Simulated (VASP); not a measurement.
# Sc3In (Pm-3m) in VASP: single point with LDA

Aim: the single point of Sc3In with LDA.

All numbers are computed with VASP 6.6.1; they aren't measurements. Logs are shortened: lines on timing, memory, paths and dates and some standing lists are left out, and cuts for length are marked.

## 1. The cell of the first run

The structure is cubic, space group Pm-3m (No. 221). The conventional cell has a = 4.395 Å, b = 4.395 Å, c = 4.395 Å, α = 90.00°, β = 90.00°, γ = 90.00°. Sc (site symmetry 4/mmm) has 8 Sc at 3.11 Å and 4 In at 3.11 Å within 4.1 Å. Within 4.1 Å of In (site symmetry m-3m) lie 12 Sc at 3.11 Å.

## 2. Single point, LDA, collinear spin

INCAR reads:

```
PREC = Accurate ; ENCUT = 520
EDIFF = 1E-7 ; ISMEAR = -1
SIGMA = 0.05 ; LREAL = False
LASPH = True ; NELM = 150
ALGO = Normal ; ISIF = 2
LWAVE = False ; LCHARG = True
ISPIN = 2 ; MAGMOM = 1 1 1 0
LORBIT = 11 ; LMAXMIX = 4
GGA = CA ; LELF = True
LVHAR = True ; NBANDS = 35
```

KPOINTS reads:

```
regular mesh
0
Gamma
  8 8 8
```

POSCAR reads:

```
Sc3In
1.0
    4.3948039306      0.0000000000      0.0000000000
    0.0000000000      4.3948039306      0.0000000000
    0.0000000000      0.0000000000      4.3948039306
Sc In
3 1
Direct
    0.5000000000      0.5000000000      0.0000000000
    0.5000000000      0.0000000000      0.5000000000
    0.0000000000      0.5000000000      0.5000000000
    0.0000000000      0.0000000000      0.0000000000
```

Potentials or basis: VASP PAW LDA potentials, release 64 (Sc_sv, In_d).

On the command line:

```
$ cat potpaw_LDA.64/Sc_sv/POTCAR potpaw_LDA.64/In_d/POTCAR > POTCAR
$ mpirun -np 1 vasp_std > vasp.out
```

OUTCAR:

```text
PREC = Accurate
   ENCUT = 520
   EDIFF = 1E-7
   ISMEAR = -1
   LREAL = False
   LASPH = True
   NELM = 150
   ISIF = 2
   ISPIN = 2
   LORBIT = 11
   GGA = CA

 ion  position               nearest neighbor table
   1  0.500  0.500  0.000-   2 3.11   3 3.11   4 3.11   2 3.11   3 3.11   2 3.11   4 3.11   2 3.11
                             3 3.11   4 3.11   3 3.11   4 3.11
   2  0.500  0.000  0.500-   1 3.11   3 3.11   4 3.11   1 3.11   4 3.11   1 3.11   3 3.11   1 3.11
                             3 3.11   4 3.11   4 3.11   3 3.11
   3  0.000  0.500  0.500-   1 3.11   2 3.11   4 3.11   1 3.11   4 3.11   2 3.11   4 3.11   4 3.11
                             1 3.11   2 3.11   1 3.11   2 3.11
   4  0.000  0.000  0.000-   1 3.11   2 3.11   3 3.11   2 3.11   3 3.11   1 3.11   3 3.11   3 3.11
                             1 3.11   2 3.11   2 3.11   1 3.11

  LATTYP: Found a simple cubic cell.
 ALAT       =     4.3948039306

  Lattice vectors:

 A1 = (   4.3948039306,   0.0000000000,   0.0000000000)
 A2 = (   0.0000000000,   4.3948039306,   0.0000000000)
 A3 = (   0.0000000000,   0.0000000000,   4.3948039306)

Analysis of symmetry for initial positions (statically):
=====================================================================
 Subroutine PRICEL returns:
 Original cell was already a primitive cell.

 Routine SETGRP: Setting up the symmetry group for a
 simple cubic supercell.

 Subroutine GETGRP returns: Found 48 space group operations
 (whereof 48 operations were pure point group operations)
 out of a pool of 48 trial point group operations.

The static configuration has the point symmetry O_h .

Analysis of symmetry for dynamics (positions and initial velocities):
=====================================================================
 Subroutine PRICEL returns:
 Original cell was already a primitive cell.

 Routine SETGRP: Setting up the symmetry group for a
 simple cubic supercell.

 Subroutine GETGRP returns: Found 48 space group operations
 (whereof 48 operations were pure point group operations)
 out of a pool of 48 trial point group operations.

The dynamic configuration has the point symmetry O_h .

Analysis of structural, dynamic, and magnetic symmetry:
=====================================================================
 Subroutine PRICEL returns:
 Original cell was already a primitive cell.

 Routine SETGRP: Setting up the symmetry group for a
 simple cubic supercell.

 Subroutine GETGRP returns: Found 48 space group operations
 (whereof 48 operations were pure point group operations)
 out of a pool of 48 trial point group operations.

The overall configuration has the point symmetry O_h .

 Subroutine INISYM returns: Found 48 space group operations
 (whereof 48 operations are pure point group operations),
 and found     1 'primitive' translations

----------------------------------------------------------------------------------------

                                     Primitive cell

  volume of cell :      84.8826

  direct lattice vectors                    reciprocal lattice vectors
     4.394803931  0.000000000  0.000000000     0.227541437  0.000000000  0.000000000
     0.000000000  4.394803931  0.000000000     0.000000000  0.227541437  0.000000000
     0.000000000  0.000000000  4.394803931     0.000000000  0.000000000  0.227541437

  length of vectors
     4.394803931  4.394803931  4.394803931     0.227541437  0.227541437  0.227541437

  position of ions in fractional coordinates (direct lattice)
     0.500000000  0.500000000  0.000000000
     0.500000000  0.000000000  0.500000000
     0.000000000  0.500000000  0.500000000
     0.000000000  0.000000000  0.000000000

  ion indices of the primitive-cell ions
   primitive index   ion index
                 1           1
                 2           2
                 3           3
                 4           4

----------------------------------------------------------------------------------------

 KPOINTS: regular mesh

Automatic generation of k-mesh.
 Grid dimensions read from file:
 generate k-points for:    8    8    8

 Generating k-lattice:

  Cartesian coordinates                     Fractional coordinates (reciprocal lattice)
     0.028442680  0.000000000  0.000000000     0.125000000  0.000000000  0.000000000
     0.000000000  0.028442680  0.000000000     0.000000000  0.125000000  0.000000000
     0.000000000  0.000000000  0.028442680     0.000000000  0.000000000  0.125000000

  Length of vectors
     0.028442680  0.028442680  0.028442680

  Shift w.r.t. Gamma in fractional coordinates (k-lattice)
     0.000000000  0.000000000  0.000000000

 Subroutine IBZKPT returns following result:
 ===========================================

 Found     35 irreducible k-points:

 Following reciprocal coordinates:
            Coordinates               Weight
  0.000000  0.000000  0.000000      1.000000
  0.125000  0.000000  0.000000      6.000000
  0.250000  0.000000  0.000000      6.000000
  0.375000  0.000000  0.000000      6.000000
  0.500000  0.000000  0.000000      3.000000
  0.125000  0.125000  0.000000     12.000000
[... 16 lines left out ...]
  0.375000  0.375000  0.125000     24.000000
  0.500000  0.375000  0.125000     24.000000
 [... further k-points ...]
   k-points           NKPTS =     35   k-points in BZ     NKDIM =     35   number of bands    NBANDS=     35
   number of dos      NEDOS =    301   number of ions     NIONS =      4
   total plane-waves  NPLWV =  46656
   dimension x,y,z NGX =    36 NGY =   36 NGZ =   36
   dimension x,y,z NGXF=    72 NGYF=   72 NGZF=   72
   ions per type =               3   1
   NGX,Y,Z   is equivalent  to a cutoff of  13.62, 13.62, 13.62 a.u.
   NGXF,Y,Z  is equivalent  to a cutoff of  27.24, 27.24, 27.24 a.u.
 SYSTEM =  unknown system
   PREC   = accura    normal or accurate (medium, high low for compatibility)
   ISTART =      0    job   : 0-new  1-cont  2-samecut
   ICHARG =      2    charge: 1-file 2-atom 10-const
   ISPIN  =      2    spin polarized calculation?
   LNONCOLLINEAR =      F non collinear calculations
   LSORBIT =      F    spin-orbit coupling
   LASPH  =      T    aspherical Exc in radial PAW
   ENCUT  =  520.0 eV  38.22 Ry    6.18 a.u.   8.17  8.17  8.17*2*pi/ulx,y,z
   NELM   =    150;   NELMIN=  2; NELMDL= -5     # of ELM steps
   EDIFF  = 0.1E-06   stopping-criterion for ELM
   LREAL  =      F    real-space projection
   EDIFFG = 0.1E-05   stopping-criterion for IOM
   NSW    =      0    number of steps for IOM
   IBRION =     -1    ionic relax: 0-MD 1-quasi-New 2-CG
   NFREE  =      0    steps in history (QN), initial steepest desc. (CG)
   ISIF   =      2    stress and relaxation
   ISYM   =      2    0-nonsym 1-usesym 2-fastsym
   POTIM  = 0.5000    time-step for ionic-motion
   TEBEG  =    0.0;   TEEND  =   0.0 temperature during run
   PSTRESS=    0.0 pullay stress
   NELECT =      46.0000    total number of electrons
   NUPDOWN=      -1.0000    fix difference up-down
   EMIN   =  10.00;   EMAX   =-10.00  energy-range for DOS
   EFERMI =   0.00;   METHOD = LEGACY
   ISMEAR =    -1;   SIGMA  =   0.05  broadening in eV -4-tet -1-fermi 0-gaus
   EFERMI_NEDOS =   21; number of points for ismear=-14 and -15
   IALGO  =     38    algorithm
   IMIX   =      4    mixing-type and parameters
     AMIX     =   0.40;   BMIX     =  1.00
     AMIX_MAG =   1.60;   BMIX_MAG =  1.00
  volume/ion in A,a.u.               =      21.22       143.20
  Fermi-wavevector in a.u.,A,eV,Ry     =   1.334713  2.522242 24.238224  1.781459
  Thomas-Fermi vector in A             =   2.463473
   LORBIT       =     11    0 simple, 1 ext, 2 COOP (PROOUT), +10 PAW based schemes
   GGA     = CA    functional components
   LHFCALC =     F    Hartree Fock is set to
   AEXX    =    0.0000 exact exchange contribution
   IVDW    =     0    specifies the selected vdW correction
   LEPSILON=     F    determine dielectric tensor
   LRPA    =     F    only Hartree local field effects (RPA)
 spin polarized calculation
  energy-cutoff  :      520.00
  volume of cell :       84.88
 maximum number of plane-waves:      2320
 NGX is ok and might be reduce to    36
   NGX = 17   NGY = 17   NGZ = 17

 number of electron      45.9999983 magnetization      -0.0012728

 number of electron      45.9999983 magnetization       0.0022131

 Free energy of the ion-electron system (eV)
  ---------------------------------------------------
  ext. energy  EPLUGINS =         0.00000000
  ---------------------------------------------------
  free energy    TOTEN  =       -24.80889807 eV

  energy without entropy =      -24.74676588  energy(sigma->0) =      -24.77783198

 E-fermi :   5.7695     XC(G=0): -10.9669

 val. band max:        5.7610207687   @ k =   0.5000   0.1250   0.0000
 cond. band min:       5.7757488461   @ k =   0.3750   0.1250   0.1250
 fundamental gap:      0.0147280774
 Fermi energy:         5.7695305659

 spin component 1

 k-point     1 :       0.0000    0.0000    0.0000
  band No.  band energies     occupation
      1     -43.0098      1.00000
      2     -42.8932      1.00000
      3     -42.8932      1.00000
      4     -22.1816      1.00000
      5     -22.1816      1.00000
      6     -22.1816      1.00000
[... 27 lines left out ...]
     34      10.2453      0.00000
     35      10.2453      0.00000

 k-point     2 :       0.1250    0.0000    0.0000
  band No.  band energies     occupation
      1     -43.0059      1.00000
      2     -42.8971      1.00000
      3     -42.8932      1.00000
      4     -22.1719      1.00000
      5     -22.1719      1.00000
      6     -22.1673      1.00000
[... 27 lines left out ...]
     34      10.1263      0.00000
     35      10.1749      0.00000
[... 796 lines left out ...]
     34       9.2995      0.00000
     35      10.3584      0.00000

 k-point    24 :       0.5000    0.3750    0.1250
  band No.  band energies     occupation
      1     -42.9453      1.00000
      2     -42.9315      1.00000
      3     -42.9178      1.00000
      4     -22.1680      1.00000
      5     -22.1497      1.00000
      6     -22.0384      1.00000
[... 27 lines left out ...]
     34       9.1743      0.00000
     35      10.3273      0.00000

 [... further k-points ...]

 spin component 2

 k-point     1 :       0.0000    0.0000    0.0000
  band No.  band energies     occupation
      1     -43.0095      1.00000
      2     -42.8929      1.00000
      3     -42.8929      1.00000
      4     -22.1812      1.00000
      5     -22.1812      1.00000
      6     -22.1812      1.00000
[... 27 lines left out ...]
     34      10.2459      0.00000
     35      10.2459      0.00000

 k-point     2 :       0.1250    0.0000    0.0000
  band No.  band energies     occupation
      1     -43.0055      1.00000
      2     -42.8968      1.00000
      3     -42.8928      1.00000
      4     -22.1715      1.00000
      5     -22.1715      1.00000
      6     -22.1669      1.00000
[... 27 lines left out ...]
     34      10.1268      0.00000
     35      10.1359      0.00000
[... 796 lines left out ...]
     34       9.3000      0.00000
     35      10.3607      0.00000

 k-point    24 :       0.5000    0.3750    0.1250
  band No.  band energies     occupation
      1     -42.9450      1.00000
      2     -42.9312      1.00000
      3     -42.9174      1.00000
      4     -22.1676      1.00000
      5     -22.1494      1.00000
      6     -22.0381      1.00000
[... 27 lines left out ...]
     34       9.1749      0.00000
     35      10.3185      0.00000

 [... further k-points ...]
[... 5 lines left out ...]
  --------------------------------------------------------------------------------------
  -------------------------------------------------------------------------------------
  Total        0.0761922      0.0761922      0.0761922     -0.0000000      0.0000000      0.0000000
  in kB        1.4381440      1.4381440      1.4381440     -0.0000000      0.0000000      0.0000000
  external PRESSURE =       1.4381440 kB  Pullay stress =       0.0000000 kB

 VOLUME and BASIS-vectors are now :
 -----------------------------------------------------------------------------
  energy-cutoff  :      520.00
  volume of cell :       84.88
      direct lattice vectors                 reciprocal lattice vectors
     4.394803931  0.000000000  0.000000000     0.227541437  0.000000000  0.000000000
     0.000000000  4.394803931  0.000000000     0.000000000  0.227541437  0.000000000
     0.000000000  0.000000000  4.394803931     0.000000000  0.000000000  0.227541437

 POSITION                                       TOTAL-FORCE (eV/Angst)
 -----------------------------------------------------------------------------------
      2.19740      2.19740      0.00000         0.000000      0.000000      0.000000
      2.19740      0.00000      2.19740         0.000000      0.000000      0.000000
      0.00000      2.19740      2.19740         0.000000      0.000000      0.000000
      0.00000      0.00000      0.00000         0.000000      0.000000      0.000000
 -----------------------------------------------------------------------------------
    total drift:                                0.000000      0.000000      0.000000

  FREE ENERGIE OF THE ION-ELECTRON SYSTEM (eV)
  ---------------------------------------------------
  free  energy   TOTEN  =       -24.8088980717 eV

  energy  without entropy=      -24.7467658826  energy(sigma->0) =      -24.77783198

 total charge

# of ion       s       p       d       tot
------------------------------------------
    1        2.266   6.114   1.140   9.520
    2        2.266   6.114   1.140   9.520
    3        2.266   6.114   1.140   9.520
    4        0.892   0.950   9.819  11.660
--------------------------------------------------
tot          7.689  19.291  13.239  40.220

 magnetization (x)

# of ion       s       p       d       tot
------------------------------------------
    1        0.000   0.000   0.000   0.001
    2        0.000   0.000   0.000   0.001
    3        0.000   0.000   0.000   0.001
    4       -0.000  -0.000   0.000  -0.000
--------------------------------------------------
tot          0.000   0.000   0.001   0.002
```

Run time: 2.2 min. Hardware: 1 thread of Intel Xeon Platinum 8488C (Sapphire Rapids), shared host; peak memory 0.28 GiB.

Results:

- Free energy: -24.8089 eV
- Pressure: 0.1 GPa
- Band gap on the k mesh: zero (filled and empty bands overlap)
- Net moment: 0.00 μB per cell
- Valence electrons inside the program's atomic spheres: Sc 9.52; In 11.66

Levels at points of the mesh, in eV from the Fermi level:
Spin up:
| k point | band 21 | band 22 | band 23 | band 24 | band 25 | band 26 |
| --- | --- | --- | --- | --- | --- | --- |
| (0.00, 0.00, 0.00) | -0.83 | -0.37 | -0.37 | -0.37 | 0.65 | 0.65 |
| (0.50, 0.00, 0.00) | -0.93 | -0.93 | -0.03 | 0.39 | 0.95 | 0.95 |
| (0.50, 0.50, 0.00) | -1.34 | -1.10 | 0.12 | 0.34 | 0.34 | 1.20 |
| (0.50, 0.50, 0.50) | -1.36 | -1.23 | -1.23 | -1.23 | 0.54 | 1.29 |
Spin down:
```tsv
k point	band 19	band 20	band 21	band 22	band 23	band 24	band 25	band 26	band 27	band 28
(0.00, 0.00, 0.00)	-2.61	-0.83	-0.83	-0.37	-0.37	-0.37	0.65	0.65	0.65	2.46
(0.50, 0.00, 0.00)	-4.20	-1.39	-0.93	-0.93	-0.03	0.39	0.95	0.95	1.42	1.82
(0.50, 0.50, 0.00)	-2.98	-2.98	-1.34	-1.10	0.12	0.34	0.34	1.20	1.20	2.08
(0.50, 0.50, 0.50)	-1.36	-1.36	-1.36	-1.23	-1.23	-1.23	0.54	1.29	1.29	1.29
```

Caveat: spin-orbit coupling is left out, which moves the levels of the heavy elements.
